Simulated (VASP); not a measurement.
AlCu (rocksalt type): single point with r2SCAN

AlCu (rocksalt type):

```xyz
2
Lattice="0.0000 2.3934 2.3934 2.3934 0.0000 2.3934 2.3934 2.3934 0.0000" Properties=species:S:1:pos:R:3 pbc="T T T"
Cu    0.0000    0.0000    0.0000
Al    2.3934    2.3934    2.3934
```

| Quantity | Value |
| --- | --- |
| Program | VASP 6.6.1 |
| Task | single point |
| Functional | r2SCAN |
| Potentials or basis | VASP PAW PBE potentials, release 64 (Cu, Al) |
| Cutoff | 520 eV |
| k mesh | 13 × 13 × 13 |
| Occupations | fermi-dirac, width 0.08 eV |
| Spin | no spin polarisation |

```json
{
 "Pressure": "14.7 GPa",
 "Band gap on the k mesh": "zero (bands 7 and 8 overlap by 8.25 eV)"
}
```

Levels at points of the mesh, in eV from the Fermi level:
```csv
k point,band 5,band 6,band 7,band 8,band 9,band 10
"(0.00, 0.00, 0.00)",-4.29,-4.29,6.70,6.70,6.70,10.10
```

It took 84 s on 1 thread of Intel(R) Xeon(R) 6975P-C (Granite Rapids), on a shared host, peak memory 0.18 GiB.

Caveat: the cell stands under pressure; the PAW data sets were made with another functional, which shifts forces and pressure a little.
